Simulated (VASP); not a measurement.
# GaP (F-43m) in VASP: elastic constants with PBEsol

Aim: the elastic constants of GaP with PBEsol.

Program: VASP 6.6.1. These are calculated values, not measurements. Logs are shortened: lines on timing, memory, paths and dates and some standing lists are left out, and cuts for length are marked.

### 1 The cell of the first run

The structure is cubic, space group F-43m (No. 216). Conventional cell: a = 5.438 Å, b = 5.438 Å, c = 5.438 Å, α = 90.00°, β = 90.00°, γ = 90.00°. Within 3.1 Å of Ga (site symmetry -43m) lie 4 P at 2.35 Å. Within 3.1 Å of P (site symmetry -43m) lie 4 Ga at 2.35 Å.

### 2 Elastic constants, PBEsol

INCAR reads:

```
SYSTEM = GaP
ALGO     = Normal         ! electronic algorithm
EDIFF    = 1E-8           ! SCF threshold, eV
ENCUT    = 600            ! plane-wave cutoff, eV
GGA      = PS             ! functional
IBRION   = 6              ! ionic algorithm
ISIF     = 3              ! what is computed and relaxed
ISMEAR   = 0              ! smearing method
LASPH    = .True.         ! aspherical terms in the spheres
LCHARG   = .False.        ! write CHGCAR
LREAL    = .False.        ! projectors in reciprocal space
LWAVE    = .False.        ! write WAVECAR
NBANDS   = 16             ! bands
NELM     = 100            ! most SCF steps
NFREE    = 2            
NSW      = 1              ! ionic steps
POTIM    = 0.015          ! step
PREC     = Accurate       ! precision mode
SIGMA    = 0.05           ! smearing width, eV
```

KPOINTS reads:

```
k-points
0
Gamma
  10 10 10
  0 0 0
```

POSCAR reads:

```
GaP
1.0
    0.0000000000      2.7192436765      2.7192436765
    2.7192436765      0.0000000000      2.7192436765
    2.7192436765      2.7192436765      0.0000000000
Ga P
1 1
Direct
    0.0000000000      0.0000000000      0.0000000000
    0.7500000000      0.7500000000      0.7500000000
```

Potentials or basis: VASP PAW PBE potentials, release 64 (Ga_d, P).

Launch:

```console
$ cat potpaw_PBE.64/Ga_d/POTCAR potpaw_PBE.64/P/POTCAR > POTCAR
$ mpirun -np 1 vasp_std > vasp.out
```

OUTCAR:

```text
SYSTEM = GaP
   EDIFF = 1E-8
   ENCUT = 600
   GGA = PS
   IBRION = 6
   ISIF = 3
   ISMEAR = 0
   LASPH = .True.
   LREAL = .False.
   NELM = 100
   NFREE = 2
   NSW = 1
   POTIM = 0.015
   PREC = Accurate

 ion  position               nearest neighbor table
   1  0.000  0.000  0.000-   2 2.35   2 2.35   2 2.35   2 2.35
   2  0.750  0.750  0.750-   1 2.35   1 2.35   1 2.35   1 2.35

  LATTYP: Found a face centered cubic cell.
 ALAT       =     5.4384873530

  Lattice vectors:

 A1 = (   0.0000000000,   2.7192436765,   2.7192436765)
 A2 = (   2.7192436765,   0.0000000000,   2.7192436765)
 A3 = (   2.7192436765,   2.7192436765,   0.0000000000)

Analysis of symmetry for initial positions (statically):
=====================================================================
 Subroutine PRICEL returns:
 Original cell was already a primitive cell.

 Routine SETGRP: Setting up the symmetry group for a
 face centered cubic supercell.

 Subroutine GETGRP returns: Found 24 space group operations
 (whereof 24 operations were pure point group operations)
 out of a pool of 48 trial point group operations.

The static configuration has the point symmetry T_d .

Analysis of symmetry for dynamics (positions and initial velocities):
=====================================================================
 Subroutine PRICEL returns:
 Original cell was already a primitive cell.

 Routine SETGRP: Setting up the symmetry group for a
 face centered cubic supercell.

 Subroutine GETGRP returns: Found 24 space group operations
 (whereof 24 operations were pure point group operations)
 out of a pool of 48 trial point group operations.

The dynamic configuration has the point symmetry T_d .

 Subroutine INISYM returns: Found 24 space group operations
 (whereof 24 operations are pure point group operations),
 and found     1 'primitive' translations

----------------------------------------------------------------------------------------

                                     Primitive cell

  volume of cell :      40.2137

  direct lattice vectors                    reciprocal lattice vectors
     0.000000000  2.719243677  2.719243677    -0.183874658  0.183874658  0.183874658
     2.719243677  0.000000000  2.719243677     0.183874658 -0.183874658  0.183874658
     2.719243677  2.719243677  0.000000000     0.183874658  0.183874658 -0.183874658

  length of vectors
     3.845591287  3.845591287  3.845591287     0.318480249  0.318480249  0.318480249

  position of ions in fractional coordinates (direct lattice)
     0.000000000  0.000000000  0.000000000
     0.750000000  0.750000000  0.750000000

  ion indices of the primitive-cell ions
   primitive index   ion index
                 1           1
                 2           2

----------------------------------------------------------------------------------------

 KPOINTS: k-points

Automatic generation of k-mesh.
 Grid dimensions read from file:
 generate k-points for:   10   10   10

 Generating k-lattice:

  Cartesian coordinates                     Fractional coordinates (reciprocal lattice)
    -0.018387466  0.018387466  0.018387466     0.100000000  0.000000000  0.000000000
     0.018387466 -0.018387466  0.018387466     0.000000000  0.100000000  0.000000000
     0.018387466  0.018387466 -0.018387466     0.000000000  0.000000000  0.100000000

  Length of vectors
     0.031848025  0.031848025  0.031848025

  Shift w.r.t. Gamma in fractional coordinates (k-lattice)
     0.000000000  0.000000000  0.000000000

 Subroutine IBZKPT returns following result:
 ===========================================

 Found     47 irreducible k-points:

 Following reciprocal coordinates:
            Coordinates               Weight
[... 51 lines left out ...]
   POTIM  = 0.0150    time-step for ionic-motion
   TEBEG  =    0.0;   TEEND  =   0.0 temperature during run
   PSTRESS=    0.0 pullay stress
   NELECT =      18.0000    total number of electrons
   NUPDOWN=      -1.0000    fix difference up-down
   EMIN   =  10.00;   EMAX   =-10.00  energy-range for DOS
   EFERMI =   0.00;   METHOD = LEGACY
   ISMEAR =     0;   SIGMA  =   0.05  broadening in eV -4-tet -1-fermi 0-gaus
   EFERMI_NEDOS =   21; number of points for ismear=-14 and -15
   IALGO  =     38    algorithm
   IMIX   =      4    mixing-type and parameters
     AMIX     =   0.40;   BMIX     =  1.00
     AMIX_MAG =   1.60;   BMIX_MAG =  1.00
  volume/ion in A,a.u.               =      20.11       135.69
  Fermi-wavevector in a.u.,A,eV,Ry     =   1.252298  2.366499 21.337326  1.568249
  Thomas-Fermi vector in A             =   2.386205
   LORBIT       =      0    0 simple, 1 ext, 2 COOP (PROOUT), +10 PAW based schemes
   GGA     = PS    functional components
   LHFCALC =     F    Hartree Fock is set to
   AEXX    =    0.0000 exact exchange contribution
   IVDW    =     0    specifies the selected vdW correction
   LEPSILON=     F    determine dielectric tensor
   LRPA    =     F    only Hartree local field effects (RPA)
 finite differences with symmetry
 non-spin polarized calculation
 Gauss-broadening in eV      SIGMA  =   0.05
  energy-cutoff  :      600.00
  volume of cell :       40.21
 maximum number of plane-waves:      1363
   NGX = 15   NGY = 15   NGZ = 15

--------------------------------------- Ionic step        1  -------------------------------------------

 number of electron      18.0000005 magnetization

 Free energy of the ion-electron system (eV)
  ---------------------------------------------------
  ext. energy  EPLUGINS =         0.00000000
  ---------------------------------------------------
  free energy    TOTEN  =        -9.92331377 eV

  energy without entropy =       -9.92331377  energy(sigma->0) =       -9.92331377

------------------------ aborting loop because EDIFF is reached ----------------------------------------

  FORCE on cell =-STRESS in cart. coord.  units (eV):
  Direction    XX          YY          ZZ          XY          YZ          ZX
  --------------------------------------------------------------------------------------
  -------------------------------------------------------------------------------------
  Total       -0.0182813     -0.0182813     -0.0182813      0.0000000      0.0000000     -0.0000000
  in kB       -0.7283562     -0.7283562     -0.7283562      0.0000000      0.0000000     -0.0000000
  external PRESSURE =      -0.7283562 kB  Pullay stress =       0.0000000 kB
[... 89 lines left out ...]
  FREE ENERGIE OF THE ION-ELECTRON SYSTEM (eV)
  ---------------------------------------------------
  free  energy   TOTEN  =        -9.9197647598 eV

  energy  without entropy=       -9.9197647598  energy(sigma->0) =       -9.91976476

 E-fermi :   4.7761     XC(G=0):  -9.9844

 val. band max:        4.5115315777   @ k =   0.0000   0.0000   0.0000
 cond. band min:       5.9362371704   @ k =   0.4000   0.0000   0.4000
 fundamental gap:      1.4247055927
 Fermi energy:         4.7760535452

 k-point     1 :       0.0000    0.0000    0.0000
  band No.  band energies     occupation
      1     -10.0455      2.00000
      2     -10.0411      2.00000
      3     -10.0411      2.00000
      4      -9.9454      2.00000
      5      -9.9434      2.00000
      6      -7.9778      2.00000
[... 435 lines left out ...]
      5      -9.9303      2.00000
      6      -6.0334      2.00000
[... 8 lines left out ...]
     15      16.2845      0.00000
     16      18.0227      0.00000

 [... further k-points ...]

[... ionic steps 4 to 14 ...]

--------------------------------------- Ionic step       15  -------------------------------------------

 number of electron      18.0000002 magnetization

------------------------ aborting loop because EDIFF is reached ----------------------------------------
[... 67 lines left out ...]
--------------------------------------- Ionic step       17  -------------------------------------------

 number of electron      18.0000005 magnetization

 Free energy of the ion-electron system (eV)
  ---------------------------------------------------
  ext. energy  EPLUGINS =         0.00000000
  ---------------------------------------------------
  free energy    TOTEN  =        -9.92219226 eV

  energy without entropy =       -9.92219226  energy(sigma->0) =       -9.92219226

 E-fermi :   4.9123     XC(G=0): -10.0516

 val. band max:        4.6802379559   @ k =   0.0000   0.0000   0.0000
 cond. band min:       6.1045277169   @ k =   0.0000   0.4000   0.4000
 fundamental gap:      1.4242897609
 Fermi energy:         4.9123090070

 k-point     1 :       0.0000    0.0000    0.0000
  band No.  band energies     occupation
      1      -9.9191      2.00000
      2      -9.9171      2.00000
      3      -9.9147      2.00000
      4      -9.8141      2.00000
      5      -9.8140      2.00000
      6      -7.9388      2.00000
[... 476 lines left out ...]
  FREE ENERGIE OF THE ION-ELECTRON SYSTEM (eV)
  ---------------------------------------------------
  free  energy   TOTEN  =        -9.9221922588 eV

  energy  without entropy=       -9.9221922588  energy(sigma->0) =       -9.92219226

 INTERNAL STRAIN TENSORS FROM STRAINED CELLS
 ============================================

 INTERNAL STRAIN TENSOR FOR ION    1 for displacements in x,y,z  (eV/Angst):
          X           Y           Z          XY          YZ          ZX
  --------------------------------------------------------------------------------
  x    -0.00000    -0.00000    -0.00000    -0.00000    -7.61717    -0.00000
  y    -0.00000    -0.00000    -0.00000    -0.00000     0.00000    -7.61775
  z    -0.00000     0.00000     0.00000    -7.61711    -0.00000     0.00000

 INTERNAL STRAIN TENSORS FROM DISPLACED ATOMS
 ============================================

 INTERNAL STRAIN TENSOR FOR ION    1 for displacements in x,y,z  (eV/Angst):
          X           Y           Z          XY          YZ          ZX
  --------------------------------------------------------------------------------
  x     0.00000     0.00000     0.00000     0.00000    -7.61072     0.00000
  y    -0.00000     0.00000    -0.00000     0.00000     0.00000    -7.61072
  z     0.00000     0.00000     0.00000    -7.61072     0.00000     0.00000

 INTERNAL STRAIN TENSOR FOR ION    2 for displacements in x,y,z  (eV/Angst):
          X           Y           Z          XY          YZ          ZX
  --------------------------------------------------------------------------------
  x     0.00000    -0.00000    -0.00000     0.00000     7.60982     0.00000
  y     0.00000    -0.00000     0.00000     0.00000     0.00000     7.60982
  z    -0.00000    -0.00000     0.00000     7.60982     0.00000     0.00000

 Eigenvectors and eigenvalues of the dynamical matrix
 ----------------------------------------------------

   1 f  =   10.658283 THz    66.967966 2PiTHz  355.522048 cm-1    44.079096 meV
             X         Y         Z           dx          dy          dz
      0.000000  0.000000  0.000000     0.000000    0.554715    0.000000
      4.078866  4.078866  4.078866     0.000000   -0.832041    0.000000
[... 21 lines left out ...]
   6 f/i=    0.001298 THz     0.008154 2PiTHz    0.043290 cm-1     0.005367 meV
             X         Y         Z           dx          dy          dz
      0.000000  0.000000  0.000000     0.000000    0.000000    0.832041
      4.078866  4.078866  4.078866     0.000000    0.000000    0.554715

--------------------------------------------------------------------------------------------------------

 ELASTIC MODULI CONTR FROM IONIC RELAXATION (kBar)
 Direction    XX          YY          ZZ          XY          YZ          ZX
 --------------------------------------------------------------------------------
 XX          -0.0000     -0.0000     -0.0000      0.0000      0.0000     -0.0000
 YY          -0.0000     -0.0000     -0.0000      0.0000      0.0000      0.0000
 ZZ          -0.0000     -0.0000     -0.0000      0.0000      0.0000     -0.0000
 XY           0.0000      0.0000      0.0000   -231.4529     -0.0000     -0.0000
 YZ           0.0000      0.0000      0.0000     -0.0000   -231.4529     -0.0000
 ZX          -0.0000      0.0000     -0.0000     -0.0000     -0.0000   -231.4529
 --------------------------------------------------------------------------------

 TOTAL ELASTIC MODULI (kBar)
 Direction    XX          YY          ZZ          XY          YZ          ZX
 --------------------------------------------------------------------------------
 XX        1342.4531    595.8485    595.8485     -0.0000      0.0000      0.0000
 YY         595.8485   1342.4531    595.8485     -0.0000     -0.0000      0.0000
 ZZ         595.8485    595.8485   1342.4531      0.0000     -0.0000      0.0000
 XY          -0.0000     -0.0000      0.0000    676.1948     -0.0000     -0.0000
 YZ           0.0000     -0.0000     -0.0000     -0.0000    676.1948     -0.0000
 ZX           0.0000      0.0000      0.0000     -0.0000     -0.0000    676.1948
 --------------------------------------------------------------------------------
```

Wall time 15 min (1 thread of AMD EPYC 9R45 (Zen 5), shared host); peak memory 0.43 GiB.

What came out:

```yaml
Elastic_constants_C11_C12_C44: 134, 60, 68 GPa
Voigt_bulk_modulus: 84 GPa
Highest_phonon_frequency_at_Γ_LO-TO_splitting_left_out: 356 cm⁻¹
```

Phonon frequencies in cm⁻¹ (negative: imaginary):
```
              q point        frequencies
(0.000, 0.000, 0.000)  0 0 0 356 356 356
```

Elastic tensor in Voigt notation (GPa, in the Cartesian axes of the cell as first typed):
```
134  60  60   0   0   0
 60 134  60   0   0   0
 60  60 134   0   0   0
  0   0   0  68   0   0
  0   0   0   0  68   0
  0   0   0   0   0  68
```

Clamped-ion elastic tensor (GPa):
```
134  60  60   0   0   0
 60 134  60   0   0   0
 60  60 134   0   0   0
  0   0   0  91   0   0
  0   0   0   0  91   0
  0   0   0   0   0  91
```

Caveat: the PAW data sets were made with another functional, which shifts forces and pressure a little.
